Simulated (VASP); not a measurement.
# HfO2 (series) (Fm-3m) in VASP: notebook

HfO2 (series) is run at these levels: PBE; tasks: single point.

Program: VASP 6.6.1. These are calculated values, not measurements. Logs are shortened: lines on timing, memory, paths and dates and some standing lists are left out, and cuts for length are marked.

### Step 1. The cell of the first run

It takes space group Fm-3m (No. 225, cubic). The conventional cell has a = 5.115 Å, b = 5.115 Å, c = 5.115 Å, α = 90.00°, β = 90.00°, γ = 90.00°. Within 2.9 Å of Hf (site symmetry m-3m) lie 8 O at 2.21 Å. O (site symmetry -43m) has 4 Hf at 2.21 Å and 6 O at 2.56 Å within 2.9 Å.

### Step 2. Single point, PBE

INCAR reads:

```
SYSTEM = HfO2
ALGO     = Normal         ! electronic algorithm
EDIFF    = 1E-6           ! SCF threshold, eV
ENCUT    = 600            ! plane-wave cutoff, eV
GGA      = PE             ! functional
GGA_COMPAT= .False.      
ISIF     = 2              ! what is computed and relaxed
ISMEAR   = 0              ! smearing method
LASPH    = .True.         ! aspherical terms in the spheres
LCHARG   = .True.         ! write CHGCAR
LELF     = .True.         ! ELF
LREAL    = .False.        ! projectors in reciprocal space
LVHAR    = .True.       
LWAVE    = .False.        ! write WAVECAR
NBANDS   = 18             ! bands
NELM     = 120            ! most SCF steps
PREC     = Accurate       ! precision mode
SIGMA    = 0.02           ! smearing width, eV
```

KPOINTS reads:

```
k-points
0
Gamma
  4 4 4
  0 0 0
```

POSCAR reads:

```
HfO2
1.0
    0.0000000000      2.5575000000      2.5575000000
    2.5575000000      0.0000000000      2.5575000000
    2.5575000000      2.5575000000      0.0000000000
Hf O
1 2
Direct
    0.0000000000      0.0000000000      0.0000000000
    0.2500000000      0.2500000000      0.2500000000
    0.7500000000      0.7500000000      0.7500000000
```

Potentials or basis: VASP PAW PBE potentials, release 64 (Hf_pv, O).

Started as:

```bash
cat potpaw_PBE.64/Hf_pv/POTCAR potpaw_PBE.64/O/POTCAR > POTCAR
mpirun -np 1 vasp_std > vasp.out
```

OUTCAR:

```text
SYSTEM = HfO2
   EDIFF = 1E-6
   ENCUT = 600
   GGA = PE
   ISIF = 2
   ISMEAR = 0
   LASPH = .True.
   LREAL = .False.
   NELM = 120
   PREC = Accurate

 ion  position               nearest neighbor table
   1  0.000  0.000  0.000-   3 2.21   3 2.21   3 2.21   2 2.21   3 2.21   2 2.21   2 2.21   2 2.21

   2  0.250  0.250  0.250-   1 2.21   1 2.21   1 2.21   1 2.21
   3  0.750  0.750  0.750-   1 2.21   1 2.21   1 2.21   1 2.21

  LATTYP: Found a face centered cubic cell.
 ALAT       =     5.1150000000

  Lattice vectors:

 A1 = (   0.0000000000,   2.5575000000,   2.5575000000)
 A2 = (   2.5575000000,   0.0000000000,   2.5575000000)
 A3 = (   2.5575000000,   2.5575000000,   0.0000000000)

Analysis of symmetry for initial positions (statically):
=====================================================================
 Subroutine PRICEL returns:
 Original cell was already a primitive cell.

 Routine SETGRP: Setting up the symmetry group for a
 face centered cubic supercell.

 Subroutine GETGRP returns: Found 48 space group operations
 (whereof 48 operations were pure point group operations)
 out of a pool of 48 trial point group operations.

The static configuration has the point symmetry O_h .

Analysis of symmetry for dynamics (positions and initial velocities):
=====================================================================
 Subroutine PRICEL returns:
 Original cell was already a primitive cell.

 Routine SETGRP: Setting up the symmetry group for a
 face centered cubic supercell.

 Subroutine GETGRP returns: Found 48 space group operations
 (whereof 48 operations were pure point group operations)
 out of a pool of 48 trial point group operations.

The dynamic configuration has the point symmetry O_h .

 Subroutine INISYM returns: Found 48 space group operations
 (whereof 48 operations are pure point group operations),
 and found     1 'primitive' translations

----------------------------------------------------------------------------------------

                                     Primitive cell

  volume of cell :      33.4562

  direct lattice vectors                    reciprocal lattice vectors
     0.000000000  2.557500000  2.557500000    -0.195503421  0.195503421  0.195503421
     2.557500000  0.000000000  2.557500000     0.195503421 -0.195503421  0.195503421
     2.557500000  2.557500000  0.000000000     0.195503421  0.195503421 -0.195503421

  length of vectors
     3.616851186  3.616851186  3.616851186     0.338621859  0.338621859  0.338621859

  position of ions in fractional coordinates (direct lattice)
     0.000000000  0.000000000  0.000000000
     0.250000000  0.250000000  0.250000000
     0.750000000  0.750000000  0.750000000

  ion indices of the primitive-cell ions
   primitive index   ion index
                 1           1
                 2           2
                 3           3

----------------------------------------------------------------------------------------

 KPOINTS: k-points

Automatic generation of k-mesh.
 Grid dimensions read from file:
 generate k-points for:    4    4    4

 Generating k-lattice:

  Cartesian coordinates                     Fractional coordinates (reciprocal lattice)
    -0.048875855  0.048875855  0.048875855     0.250000000  0.000000000  0.000000000
     0.048875855 -0.048875855  0.048875855     0.000000000  0.250000000  0.000000000
     0.048875855  0.048875855 -0.048875855     0.000000000  0.000000000  0.250000000

  Length of vectors
     0.084655465  0.084655465  0.084655465

  Shift w.r.t. Gamma in fractional coordinates (k-lattice)
     0.000000000  0.000000000  0.000000000

 Subroutine IBZKPT returns following result:
 ===========================================

 Found      8 irreducible k-points:

 Following reciprocal coordinates:
            Coordinates               Weight
  0.000000  0.000000  0.000000      1.000000
  0.250000  0.000000  0.000000      8.000000
  0.500000  0.000000  0.000000      4.000000
  0.250000  0.250000  0.000000      6.000000
  0.500000  0.250000  0.000000     24.000000
 -0.250000  0.250000  0.000000     12.000000
  0.500000  0.500000  0.000000      3.000000
 -0.250000  0.500000  0.250000      6.000000
   k-points           NKPTS =      8   k-points in BZ     NKDIM =      8   number of bands    NBANDS=     18
   number of dos      NEDOS =    301   number of ions     NIONS =      3
   total plane-waves  NPLWV =  27000
   dimension x,y,z NGX =    30 NGY =   30 NGZ =   30
   dimension x,y,z NGXF=    60 NGYF=   60 NGZF=   60
   ions per type =               1   2
   NGX,Y,Z   is equivalent  to a cutoff of  13.79, 13.79, 13.79 a.u.
   NGXF,Y,Z  is equivalent  to a cutoff of  27.58, 27.58, 27.58 a.u.
 SYSTEM =  HfO2
   PREC   = accura    normal or accurate (medium, high low for compatibility)
   ISTART =      0    job   : 0-new  1-cont  2-samecut
   ICHARG =      2    charge: 1-file 2-atom 10-const
   ISPIN  =      1    spin polarized calculation?
   LNONCOLLINEAR =      F non collinear calculations
   LSORBIT =      F    spin-orbit coupling
   LASPH  =      T    aspherical Exc in radial PAW
   ENCUT  =  600.0 eV  44.10 Ry    6.64 a.u.   7.22  7.22  7.22*2*pi/ulx,y,z
   NELM   =    120;   NELMIN=  2; NELMDL= -5     # of ELM steps
   EDIFF  = 0.1E-05   stopping-criterion for ELM
   LREAL  =      F    real-space projection
   EDIFFG = 0.1E-04   stopping-criterion for IOM
   NSW    =      0    number of steps for IOM
   IBRION =     -1    ionic relax: 0-MD 1-quasi-New 2-CG
   NFREE  =      0    steps in history (QN), initial steepest desc. (CG)
   ISIF   =      2    stress and relaxation
   ISYM   =      2    0-nonsym 1-usesym 2-fastsym
   POTIM  = 0.5000    time-step for ionic-motion
   TEBEG  =    0.0;   TEEND  =   0.0 temperature during run
   PSTRESS=    0.0 pullay stress
   NELECT =      22.0000    total number of electrons
   NUPDOWN=      -1.0000    fix difference up-down
   EMIN   =  10.00;   EMAX   =-10.00  energy-range for DOS
   EFERMI =   0.00;   METHOD = LEGACY
   ISMEAR =     0;   SIGMA  =   0.02  broadening in eV -4-tet -1-fermi 0-gaus
   EFERMI_NEDOS =   21; number of points for ismear=-14 and -15
   IALGO  =     38    algorithm
   IMIX   =      4    mixing-type and parameters
     AMIX     =   0.40;   BMIX     =  1.00
     AMIX_MAG =   1.60;   BMIX_MAG =  1.00
  volume/ion in A,a.u.               =      11.15        75.26
  Fermi-wavevector in a.u.,A,eV,Ry     =   1.423607  2.690227 27.574337  2.026657
  Thomas-Fermi vector in A             =   2.544186
   LORBIT       =      0    0 simple, 1 ext, 2 COOP (PROOUT), +10 PAW based schemes
   GGA     = PE    functional components
   LHFCALC =     F    Hartree Fock is set to
   AEXX    =    0.0000 exact exchange contribution
   IVDW    =     0    specifies the selected vdW correction
   LEPSILON=     F    determine dielectric tensor
   LRPA    =     F    only Hartree local field effects (RPA)
 non-spin polarized calculation
 Gauss-broadening in eV      SIGMA  =   0.02
  energy-cutoff  :      600.00
  volume of cell :       33.46
 maximum number of plane-waves:      1139
 NGX is ok and might be reduce to    30
   NGX = 15   NGY = 15   NGZ = 15

 number of electron      21.9999993 magnetization

 Free energy of the ion-electron system (eV)
  ---------------------------------------------------
  ext. energy  EPLUGINS =         0.00000000
  ---------------------------------------------------
  free energy    TOTEN  =       -30.23793880 eV

  energy without entropy =      -30.23793880  energy(sigma->0) =      -30.23793880

 E-fermi :   4.2564     XC(G=0): -11.6970

 val. band max:        4.0529914565   @ k =   0.5000   0.5000   0.0000
 cond. band min:       7.7833519704   @ k =   0.5000   0.5000   0.0000
 fundamental gap:      3.7303605139
 Fermi energy:         4.2563504620

 k-point     1 :       0.0000    0.0000    0.0000
  band No.  band energies     occupation
      1     -25.7574      2.00000
      2     -25.7574      2.00000
      3     -25.7574      2.00000
      4     -14.5146      2.00000
      5     -11.6139      2.00000
      6      -1.1287      2.00000
      7      -1.1287      2.00000
      8      -1.1287      2.00000
      9       3.4583      2.00000
     10       3.4583      2.00000
     11       3.4583      2.00000
     12       7.8690      0.00000
     13       7.8690      0.00000
     14       9.6785      0.00000
     15      14.1432      0.00000
     16      14.1432      0.00000
     17      14.1432      0.00000
     18      17.3878      0.00000

 k-point     2 :       0.2500    0.0000    0.0000
  band No.  band energies     occupation
      1     -25.9540      2.00000
      2     -25.7795      2.00000
      3     -25.7795      2.00000
      4     -13.8548      2.00000
      5     -12.0997      2.00000
      6      -0.6222      2.00000
      7      -0.6222      2.00000
      8       0.1910      2.00000
      9       2.1053      2.00000
     10       2.6803      2.00000
     11       2.6803      2.00000
     12       8.5516      0.00000
     13       8.5516      0.00000
     14      10.9431      0.00000
     15      13.0007      0.00000
     16      13.4414      0.00000
     17      13.4414      0.00000
     18      16.4491      0.00000

 k-point     3 :       0.5000    0.0000    0.0000
  band No.  band energies     occupation
      1     -26.1381      2.00000
      2     -25.8016      2.00000
      3     -25.8016      2.00000
      4     -13.3208      2.00000
      5     -12.3223      2.00000
      6      -0.1171      2.00000
      7      -0.1171      2.00000
      8       1.0486      2.00000
      9       1.3844      2.00000
     10       2.2535      2.00000
     11       2.2535      2.00000
     12       8.5625      0.00000
     13       8.5625      0.00000
     14      10.7895      0.00000
     15      13.0318      0.00000
     16      13.1499      0.00000
     17      13.1499      0.00000
     18      16.2143      0.00000

 k-point     4 :       0.2500    0.2500    0.0000
  band No.  band energies     occupation
      1     -25.9679      2.00000
      2     -25.8121      2.00000
      3     -25.8121      2.00000
      4     -13.5810      2.00000
      5     -12.2808      2.00000
      6      -0.4932      2.00000
      7      -0.4932      2.00000
      8       0.0849      2.00000
      9       1.0727      2.00000
     10       3.3831      2.00000
     11       3.3831      2.00000
     12       8.4408      0.00000
     13       8.5581      0.00000
     14      12.0971      0.00000
     15      12.6080      0.00000
     16      12.6080      0.00000
     17      12.8175      0.00000
     18      17.1775      0.00000

 k-point     5 :       0.5000    0.2500    0.0000
  band No.  band energies     occupation
      1     -26.0853      2.00000
      2     -25.9025      2.00000
      3     -25.8341      2.00000
      4     -12.9304      2.00000
      5     -12.5545      2.00000
      6      -1.0876      2.00000
      7       0.0895      2.00000
      8       0.2585      2.00000
      9       2.4003      2.00000
     10       2.7389      2.00000
     11       2.8858      2.00000
     12       8.4659      0.00000
     13       9.0170      0.00000
     14      10.9273      0.00000
     15      11.8035      0.00000
     16      12.4518      0.00000
     17      14.9913      0.00000
     18      17.0017      0.00000

 k-point     6 :      -0.2500    0.2500    0.0000
  band No.  band energies     occupation
      1     -26.0304      2.00000
      2     -25.9149      2.00000
      3     -25.8018      2.00000
      4     -13.1502      2.00000
      5     -12.4775      2.00000
      6      -0.7743      2.00000
      7       0.4571      2.00000
      8       0.4754      2.00000
      9       1.3378      2.00000
     10       2.0056      2.00000
     11       3.3557      2.00000
     12       8.3027      0.00000
     13       9.1783      0.00000
     14      11.1779      0.00000
     15      11.6597      0.00000
     16      12.9683      0.00000
     17      14.6485      0.00000
     18      16.8023      0.00000

 k-point     7 :       0.5000    0.5000    0.0000
  band No.  band energies     occupation
      1     -26.1600      2.00000
      2     -25.8664      2.00000
      3     -25.8664      2.00000
      4     -12.8268      2.00000
      5     -12.4952      2.00000
      6      -2.2449      2.00000
      7       0.6534      2.00000
      8       0.6534      2.00000
      9       2.5701      2.00000
     10       2.5701      2.00000
     11       4.0530      2.00000
     12       7.7834      0.00000
     13       9.4148      0.00000
     14      10.4478      0.00000
     15      11.9794      0.00000
     16      11.9794      0.00000
     17      16.9613      0.00000
     18      17.2898      0.00000

 k-point     8 :      -0.2500    0.5000    0.2500
  band No.  band energies     occupation
      1     -26.0158      2.00000
      2     -26.0158      2.00000
      3     -25.8682      2.00000
      4     -12.6568      2.00000
      5     -12.6568      2.00000
      6      -1.1216      2.00000
      7      -0.8748      2.00000
      8       1.5524      2.00000
      9       1.5524      2.00000
     10       2.7048      2.00000
     11       3.8535      2.00000
     12       8.7781      0.00000
     13       9.0834      0.00000
     14      10.9007      0.00000
     15      10.9007      0.00000
     16      12.1194      0.00000
     17      16.7609      0.00000
     18      17.3051      0.00000

------------------------ aborting loop because EDIFF is reached ----------------------------------------

  FORCE on cell =-STRESS in cart. coord.  units (eV):
  Direction    XX          YY          ZZ          XY          YZ          ZX
  --------------------------------------------------------------------------------------
  -------------------------------------------------------------------------------------
  Total       -1.3002245     -1.3002245     -1.3002245      0.0000000      0.0000000     -0.0000000
  in kB      -62.2661491    -62.2661491    -62.2661491      0.0000000      0.0000000     -0.0000000
  external PRESSURE =     -62.2661491 kB  Pullay stress =       0.0000000 kB

 VOLUME and BASIS-vectors are now :
 -----------------------------------------------------------------------------
  energy-cutoff  :      600.00
  volume of cell :       33.46
      direct lattice vectors                 reciprocal lattice vectors
     0.000000000  2.557500000  2.557500000    -0.195503421  0.195503421  0.195503421
     2.557500000  0.000000000  2.557500000     0.195503421 -0.195503421  0.195503421
     2.557500000  2.557500000  0.000000000     0.195503421  0.195503421 -0.195503421

 POSITION                                       TOTAL-FORCE (eV/Angst)
 -----------------------------------------------------------------------------------
      0.00000      0.00000      0.00000        -0.000000      0.000000     -0.000000
      1.27875      1.27875      1.27875        -0.000000     -0.000000      0.000000
      3.83625      3.83625      3.83625         0.000000      0.000000     -0.000000
 -----------------------------------------------------------------------------------
    total drift:                                0.000000     -0.000000      0.000000

  FREE ENERGIE OF THE ION-ELECTRON SYSTEM (eV)
  ---------------------------------------------------
  free  energy   TOTEN  =       -30.2379388037 eV

  energy  without entropy=      -30.2379388037  energy(sigma->0) =      -30.23793880
```

It took 14 s on 1 thread of AMD EPYC 7R43 (Zen 3), shared host; peak memory 0.13 GiB.

Results:

* Free energy: -30.2379 eV
* Pressure: -6.2 GPa
* Band gap on the k mesh: 3.73 eV, direct

Caveat: the k points lie up to 0.53 Å⁻¹ apart; spin-orbit coupling is left out, which moves the levels of the heavy elements. A k mesh can miss the band edges.

[end of part 1 of 2]
